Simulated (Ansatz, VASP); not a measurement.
TiN in VASP and in Ansatz

Contents of INCAR:

```
ALGO     = Normal         # electronic algorithm
EDIFF    = 1E-6           # SCF threshold, eV
ENCUT    = 520            # plane-wave cutoff, eV
GGA      = PE             # functional
ISIF     = 2              # what is computed and relaxed
ISMEAR   = 0              # smearing method
LASPH    = T              # aspherical terms in the spheres
LCHARG   = T              # write CHGCAR
LELF     = T              # ELF
LREAL    = F              # projectors in reciprocal space
LVHAR    = T            
LWAVE    = F              # write WAVECAR
NBANDS   = 16             # bands
NELM     = 60             # most SCF steps
PREC     = Accurate       # precision mode
SIGMA    = 0.15           # smearing width, eV
```

KPOINTS

```
k-points
0
Gamma
  20 20 20
```

POSCAR

```
TiN
1.0
    0.0000000000      2.0946196358      2.0946196358
    2.0946196358      0.0000000000      2.0946196358
    2.0946196358      2.0946196358      0.0000000000
Ti N
1 1
Direct
    0.0000000000      0.0000000000      0.0000000000
    0.5000000000      0.5000000000      0.5000000000
```

Input for Ansatz:

```yaml
crystal:
  lattice:
    - [0.0, 2.0946196358, 2.0946196358]
    - [2.0946196358, 0.0, 2.0946196358]
    - [2.0946196358, 2.0946196358, 0.0]
  atoms:
    - { symbol: Ti, position: [0.0, 0.0, 0.0] }
    - { symbol: "N", position: [0.5, 0.5, 0.5] }
basis:
  ecutwfc: 520.0
kpoints:
  mp_grid: { grid: [20, 20, 20] }
hamiltonian:
  xc: pbe
  pseudopotentials: { kind: paw, azcp: { folder: soft_1 } }
scf:
  occupations: { method: gaussian, width: 0.15 }
  lower_state_search: "off"
output:
  forces: true
  stress: true
  eigenvalues: true
```

Alike in both runs: task single point; functional PBE; k mesh 20 × 20 × 20; occupations gaussian, width 0.15 eV; no spin polarisation.

```csv
,VASP,Ansatz
version,VASP 6.6.1,Ansatz 0.2.0
potentials or method,"VASP PAW PBE potentials, release 64 (Ti_sv, N), cutoff 520 eV","scalar-relativistic, plane waves, PAW"
valence electrons in the cell,17,17
```

|  | VASP | Ansatz | Ansatz less VASP |
| --- | --- | --- | --- |
| gap on the k mesh at the Fermi level (eV) | none | none | - |
| pressure (GPa) | 12.9 | 12.4 | -0.51 |

A gap of «none» marks a metal or a gap that the smearing closes. With one functional, cell and mesh, what is left measures potentials, basis and numerics.
